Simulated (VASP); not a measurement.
# I (P4/nmm) in VASP: single point with LDA

Aim: the single point of I with LDA.

Everything below comes from runs of VASP 6.6.1. Logs are shortened: lines on timing, memory, paths and dates and some standing lists are left out, and cuts for length are marked.

**1. The cell of the first run**

It takes space group P4/nmm (No. 129, tetragonal). Conventional cell: a = 4.023 Å, b = 4.023 Å, c = 5.651 Å, α = 90.00°, β = 90.00°, γ = 90.00°. I (site symmetry 4mm) has 12 I at 3.70 to 4.35 Å within 4.9 Å.

**2. Single point, LDA**

The input, INCAR:

```
SYSTEM = I
ALGO = Normal ; EDIFF = 1E-6
ENCUT = 520 ; ISIF = 2
ISMEAR = -1 ; LASPH = .True.
LCHARG = .False. ; LREAL = .False.
LWAVE = .False. ; NBANDS = 14
NELM = 60 ; PREC = Accurate
SIGMA = 0.05
```

The input, KPOINTS:

```
k-points
0
Gamma
  6 6 4
  0 0 0
```

The input, POSCAR:

```
I
1.0
    4.0229000000      0.0000000000      0.0000000000
    0.0000000000      4.0229000000      0.0000000000
    0.0000000000      0.0000000000      5.6506000000
I
2
Direct
    0.0000000000      0.5000000000      0.2913000000
    0.5000000000      0.0000000000      0.7087000000
```

Potentials or basis: VASP PAW LDA potentials, release 64 (I).

Run with:

```bash
$ cat potpaw_LDA.64/I/POTCAR > POTCAR
$ mpirun -np 1 vasp_std > vasp.out
```

OUTCAR:

```text
SYSTEM = I
   EDIFF = 1E-6
   ENCUT = 520
   ISIF = 2
   ISMEAR = -1
   LASPH = .True.
   LREAL = .False.
   NELM = 60
   PREC = Accurate

 ion  position               nearest neighbor table
   1  0.000  0.500  0.291-
   2  0.500  0.000  0.709-

  LATTYP: Found a simple tetragonal cell.
 ALAT       =     4.0229000000
 C/A-ratio  =     1.4046086157

  Lattice vectors:

 A1 = (   4.0229000000,   0.0000000000,   0.0000000000)
 A2 = (   0.0000000000,   4.0229000000,   0.0000000000)
 A3 = (   0.0000000000,   0.0000000000,   5.6506000000)

Analysis of symmetry for initial positions (statically):
=====================================================================
 Subroutine PRICEL returns:
 Original cell was already a primitive cell.

 Routine SETGRP: Setting up the symmetry group for a
 simple tetragonal supercell.

 Subroutine GETGRP returns: Found 16 space group operations
 (whereof  8 operations were pure point group operations)
 out of a pool of 16 trial point group operations.

The static configuration has the point symmetry D_2d.
 The point group associated with its full space group is D_4h.

Analysis of symmetry for dynamics (positions and initial velocities):
=====================================================================
 Subroutine PRICEL returns:
 Original cell was already a primitive cell.

 Routine SETGRP: Setting up the symmetry group for a
 simple tetragonal supercell.

 Subroutine GETGRP returns: Found 16 space group operations
 (whereof  8 operations were pure point group operations)
 out of a pool of 16 trial point group operations.

The dynamic configuration has the point symmetry D_2d.
 The point group associated with its full space group is D_4h.

 Subroutine INISYM returns: Found 16 space group operations
 (whereof  8 operations are pure point group operations),
 and found     1 'primitive' translations

----------------------------------------------------------------------------------------

                                     Primitive cell

  volume of cell :      91.4478

  direct lattice vectors                    reciprocal lattice vectors
     4.022900000  0.000000000  0.000000000     0.248576897  0.000000000  0.000000000
     0.000000000  4.022900000  0.000000000     0.000000000  0.248576897  0.000000000
     0.000000000  0.000000000  5.650600000     0.000000000  0.000000000  0.176972357

  length of vectors
     4.022900000  4.022900000  5.650600000     0.248576897  0.248576897  0.176972357

  position of ions in fractional coordinates (direct lattice)
     0.000000000  0.500000000  0.291300000
     0.500000000  0.000000000  0.708700000

  ion indices of the primitive-cell ions
   primitive index   ion index
                 1           1
                 2           2

----------------------------------------------------------------------------------------

 KPOINTS: k-points

Automatic generation of k-mesh.
 Grid dimensions read from file:
 generate k-points for:    6    6    4

 Generating k-lattice:

  Cartesian coordinates                     Fractional coordinates (reciprocal lattice)
     0.041429483  0.000000000  0.000000000     0.166666667  0.000000000  0.000000000
     0.000000000  0.041429483  0.000000000     0.000000000  0.166666667  0.000000000
     0.000000000  0.000000000  0.044243089     0.000000000  0.000000000  0.250000000

  Length of vectors
     0.041429483  0.041429483  0.044243089

  Shift w.r.t. Gamma in fractional coordinates (k-lattice)
     0.000000000  0.000000000  0.000000000

 Subroutine IBZKPT returns following result:
 ===========================================

 Found     30 irreducible k-points:

 Following reciprocal coordinates:
            Coordinates               Weight
  0.000000  0.000000  0.000000      1.000000
  0.166667  0.000000  0.000000      4.000000
  0.333333  0.000000  0.000000      4.000000
  0.500000  0.000000  0.000000      2.000000
  0.166667  0.166667  0.000000      4.000000
  0.333333  0.166667  0.000000      8.000000
[... 16 lines left out ...]
  0.333333  0.000000  0.500000      4.000000
  0.500000  0.000000  0.500000      2.000000
 [... further k-points ...]
   k-points           NKPTS =     30   k-points in BZ     NKDIM =     30   number of bands    NBANDS=     14
   number of dos      NEDOS =    301   number of ions     NIONS =      2
   total plane-waves  NPLWV =  37800
   dimension x,y,z NGX =    30 NGY =   30 NGZ =   42
   dimension x,y,z NGXF=    60 NGYF=   60 NGZF=   84
   ions per type =               2
   NGX,Y,Z   is equivalent  to a cutoff of  12.40, 12.40, 12.36 a.u.
   NGXF,Y,Z  is equivalent  to a cutoff of  24.79, 24.79, 24.71 a.u.
 SYSTEM =  I
   PREC   = accura    normal or accurate (medium, high low for compatibility)
   ISTART =      0    job   : 0-new  1-cont  2-samecut
   ICHARG =      2    charge: 1-file 2-atom 10-const
   ISPIN  =      1    spin polarized calculation?
   LNONCOLLINEAR =      F non collinear calculations
   LSORBIT =      F    spin-orbit coupling
   LASPH  =      T    aspherical Exc in radial PAW
   ENCUT  =  520.0 eV  38.22 Ry    6.18 a.u.   7.48  7.48 10.51*2*pi/ulx,y,z
   NELM   =     60;   NELMIN=  2; NELMDL= -5     # of ELM steps
   EDIFF  = 0.1E-05   stopping-criterion for ELM
   LREAL  =      F    real-space projection
   EDIFFG = 0.1E-04   stopping-criterion for IOM
   NSW    =      0    number of steps for IOM
   IBRION =     -1    ionic relax: 0-MD 1-quasi-New 2-CG
   NFREE  =      0    steps in history (QN), initial steepest desc. (CG)
   ISIF   =      2    stress and relaxation
   ISYM   =      2    0-nonsym 1-usesym 2-fastsym
   POTIM  = 0.5000    time-step for ionic-motion
   TEBEG  =    0.0;   TEEND  =   0.0 temperature during run
   PSTRESS=    0.0 pullay stress
   NELECT =      14.0000    total number of electrons
   NUPDOWN=      -1.0000    fix difference up-down
   EMIN   =  10.00;   EMAX   =-10.00  energy-range for DOS
   EFERMI =   0.00;   METHOD = LEGACY
   ISMEAR =    -1;   SIGMA  =   0.05  broadening in eV -4-tet -1-fermi 0-gaus
   EFERMI_NEDOS =   21; number of points for ismear=-14 and -15
   IALGO  =     38    algorithm
   IMIX   =      4    mixing-type and parameters
     AMIX     =   0.40;   BMIX     =  1.00
     AMIX_MAG =   1.60;   BMIX_MAG =  1.00
  volume/ion in A,a.u.               =      45.72       308.56
  Fermi-wavevector in a.u.,A,eV,Ry     =   0.875776  1.654977 10.435451  0.766984
  Thomas-Fermi vector in A             =   1.995494
   LORBIT       =      0    0 simple, 1 ext, 2 COOP (PROOUT), +10 PAW based schemes
   GGA     = CA    functional components
   LHFCALC =     F    Hartree Fock is set to
   AEXX    =    0.0000 exact exchange contribution
   IVDW    =     0    specifies the selected vdW correction
   LEPSILON=     F    determine dielectric tensor
   LRPA    =     F    only Hartree local field effects (RPA)
 non-spin polarized calculation
  energy-cutoff  :      520.00
  volume of cell :       91.45
 maximum number of plane-waves:      2486
 NGX is ok and might be reduce to    30
   NGX = 15   NGY = 15   NGZ = 21

 number of electron      14.0000001 magnetization

 Free energy of the ion-electron system (eV)
  ---------------------------------------------------
  ext. energy  EPLUGINS =         0.00000000
  ---------------------------------------------------
  free energy    TOTEN  =        -2.72203965 eV

  energy without entropy =       -2.67918574  energy(sigma->0) =       -2.70061269

 E-fermi :   1.4952     XC(G=0):  -8.2225

 val. band max:        1.4946214430   @ k =   0.1667   0.0000   0.5000
 cond. band min:       1.4956938033   @ k =   0.3333   0.0000   0.5000
 fundamental gap:      0.0010723603
 Fermi energy:         1.4951557396

 k-point     1 :       0.0000    0.0000    0.0000
  band No.  band energies     occupation
      1     -10.8644      2.00000
      2      -9.6725      2.00000
      3      -1.1943      2.00000
      4       0.4745      2.00000
      5       0.4745      2.00000
      6       1.7795      0.00676
      7       2.0839      0.00002
      8       2.0839      0.00002
      9       7.0530      0.00000
     10       7.1218      0.00000
     11       7.5236      0.00000
     12      11.1282      0.00000
     13      11.1282      0.00000
     14      11.1387      0.00000

 k-point     2 :       0.1667    0.0000    0.0000
  band No.  band energies     occupation
      1     -10.7455      2.00000
      2      -9.6900      2.00000
      3      -1.0393      2.00000
      4      -0.1333      2.00000
      5       0.6106      2.00000
      6       1.3437      1.90775
      7       1.7477      0.01273
      8       2.0313      0.00004
      9       7.2985      0.00000
     10       7.8820      0.00000
     11       8.4566      0.00000
     12      10.5276      0.00000
     13      11.2799      0.00000
     14      11.3312      0.00000

 k-point     3 :       0.3333    0.0000    0.0000
  band No.  band energies     occupation
      1     -10.4339      2.00000
      2      -9.7952      2.00000
      3      -0.8891      2.00000
      4      -0.7592      2.00000
      5       0.3440      2.00000
      6       0.9764      1.99994
      7       1.2972      1.96257
      8       1.8292      0.00250
      9       7.7883      0.00000
     10       9.0954      0.00000
     11       9.9419      0.00000
     12      10.0766      0.00000
     13      10.8859      0.00000
     14      11.5581      0.00000
[... 324 lines left out ...]
 k-point    23 :       0.3333    0.0000    0.5000
  band No.  band energies     occupation
      1     -10.3099      2.00000
      2      -9.9167      2.00000
      3      -1.4270      2.00000
      4      -1.1681      2.00000
      5       1.1383      1.99841
      6       1.4957      0.99462
      7       1.5645      0.39986
      8       1.6592      0.07253
      9       7.9292      0.00000
     10       8.4228      0.00000
     11       9.8188      0.00000
     12      10.4808      0.00000
     13      10.6907      0.00000
     14      11.1729      0.00000

 k-point    24 :       0.5000    0.0000    0.5000
  band No.  band energies     occupation
      1     -10.0452      2.00000
      2     -10.0452      2.00000
      3      -1.6571      2.00000
      4      -1.6571      2.00000
      5       1.4636      1.30571
      6       1.4636      1.30571
      7       1.6472      0.09124
      8       1.6472      0.09124
      9       7.7712      0.00000
     10       7.7712      0.00000
     11      10.5005      0.00000
     12      10.5005      0.00000
     13      10.5618      0.00000
     14      10.5618      0.00000

 [... further k-points ...]

------------------------ aborting loop because EDIFF is reached ----------------------------------------

  FORCE on cell =-STRESS in cart. coord.  units (eV):
  Direction    XX          YY          ZZ          XY          YZ          ZX
  --------------------------------------------------------------------------------------
  -------------------------------------------------------------------------------------
  Total       -2.6640123     -2.6640123     -2.5626451      0.0000000      0.0000000      0.0000000
  in kB      -46.6738659    -46.6738659    -44.8978981      0.0000000      0.0000000      0.0000000
  external PRESSURE =     -46.0818766 kB  Pullay stress =       0.0000000 kB

 VOLUME and BASIS-vectors are now :
 -----------------------------------------------------------------------------
  energy-cutoff  :      520.00
  volume of cell :       91.45
      direct lattice vectors                 reciprocal lattice vectors
     4.022900000  0.000000000  0.000000000     0.248576897  0.000000000  0.000000000
     0.000000000  4.022900000  0.000000000     0.000000000  0.248576897  0.000000000
     0.000000000  0.000000000  5.650600000     0.000000000  0.000000000  0.176972357

 POSITION                                       TOTAL-FORCE (eV/Angst)
 -----------------------------------------------------------------------------------
      0.00000      2.01145      1.64602         0.000000     -0.000000      0.208344
      2.01145      0.00000      4.00458         0.000000      0.000000     -0.208344
 -----------------------------------------------------------------------------------
    total drift:                               -0.000000      0.000000      0.000000

  FREE ENERGIE OF THE ION-ELECTRON SYSTEM (eV)
  ---------------------------------------------------
  free  energy   TOTEN  =        -2.7220396481 eV

  energy  without entropy=       -2.6791857377  energy(sigma->0) =       -2.70061269
```

It took 15 s on 1 thread of AMD EPYC 7R13 (Zen 3), shared host; peak memory 0.14 GiB.

Results:

| Quantity | Value |
| --- | --- |
| Free energy | -2.7220 eV |
| Pressure | -4.6 GPa |
| Largest force | 0.208 eV/Å |
| Band gap on the k mesh | zero (band 7 reaches 2.08 eV, above the bottom of band 8 at 0.32 eV) |

Forces on the atoms (eV/Å):
```
I    0.000  0.000  0.208
I    0.000  0.000 -0.208
```

Stress tensor (GPa, compression positive):
```
-4.67  0.00  0.00
 0.00 -4.67  0.00
 0.00  0.00 -4.49
```

Levels at points of the mesh, in eV from the Fermi level:
| k point | band 5 | band 6 | band 7 | band 8 | band 9 | band 10 |
| --- | --- | --- | --- | --- | --- | --- |
| (0.00, 0.00, 0.00) | -1.02 | 0.28 | 0.59 | 0.59 | 5.56 | 5.63 |
| (0.50, 0.00, 0.00) | -0.91 | -0.91 | -0.05 | -0.05 | 7.22 | 7.22 |
| (0.50, 0.50, 0.00) | -0.91 | -0.91 | -0.65 | -0.65 | 5.49 | 5.49 |
| (0.00, 0.00, 0.50) | -0.76 | -0.76 | 0.20 | 0.20 | 6.58 | 7.06 |
| (0.50, 0.00, 0.50) | -0.03 | -0.03 | 0.15 | 0.15 | 6.28 | 6.28 |
| (0.50, 0.50, 0.50) | -1.35 | -1.35 | -1.17 | -1.17 | 7.37 | 7.37 |

Caveat: spin-orbit coupling is left out, which moves the levels of the heavy elements.
